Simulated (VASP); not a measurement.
Runs of VASP 6.6.1 on SnO (Romarchite). The structure is that of space group P4/nmm (No. 129), or close to it. The cells are those of the table. 

```tsv
level	potentials or basis	cell	cutoff (eV)	smearing	second run	gap on the mesh (eV)	pressure (GPa)	largest force (eV/Å)
PBE	VASP PAW PBE potentials, release 64 (Sn_d, O_h)	a = 3.793, b = 3.793, c = 4.758 Å, 4 atoms	910	fermi-dirac 0.02 eV	hard_potentials	none	5.5	0.58
PBE	VASP PAW PBE potentials, release 64 (Sn_d, O)	a = 3.793, b = 3.793, c = 4.758 Å, 4 atoms	520	fermi-dirac 0.02 eV	-	none	5.6	0.58
r2SCAN	VASP PAW PBE potentials, release 64 (Sn_d, O)	a = 3.793, b = 3.793, c = 4.758 Å, 4 atoms	520	fermi-dirac 0.02 eV	-	(b)	1.8	0.12
r2SCAN	VASP PAW PBE potentials, release 64 (Sn_d, O)	a = 3.840, b = 3.840, c = 4.728 Å, 4 atoms	520	fermi-dirac 0.02 eV	-	0.29	0.2	0.13
PBE	VASP PAW PBE potentials, release 64 (Sn_d, O)	a = 3.793, b = 3.793, c = 4.983 Å, 4 atoms	520	fermi-dirac 0.02 eV	-	0.21	(a)	0.58
PBE	VASP PAW PBE potentials, release 64 (Sn_d, O)	a = 3.840, b = 3.840, c = 4.728 Å, 4 atoms	520	fermi-dirac 0.02 eV	-	0.17	4.1	0.55
r2SCAN	VASP PAW PBE potentials, release 64 (Sn_d, O)	a = 3.793, b = 3.793, c = 4.983 Å, 4 atoms	520	gaussian 0.01 eV	-	0.35	0.9	0.13
```

Alike in all rows: task single point; no spin polarisation; k mesh 6 × 6 × 6.

Q: Estimate the missing entries.

A: (a) 4.6; (b) 0.03.

Caveats: spin-orbit coupling is left out, which moves the levels of the heavy elements; the PAW data sets were made with another functional, which shifts forces and pressure a little (some runs); the cutoff is under 1.25 times the usual one of these potentials, so pressure, stress and relaxed cells hold a basis-set (Pulay) error (some runs).

A k mesh can miss the band edges, and the runs leave out spin-orbit coupling on Sn.

A gap of «none» marks levels without a gap at the run's occupations.
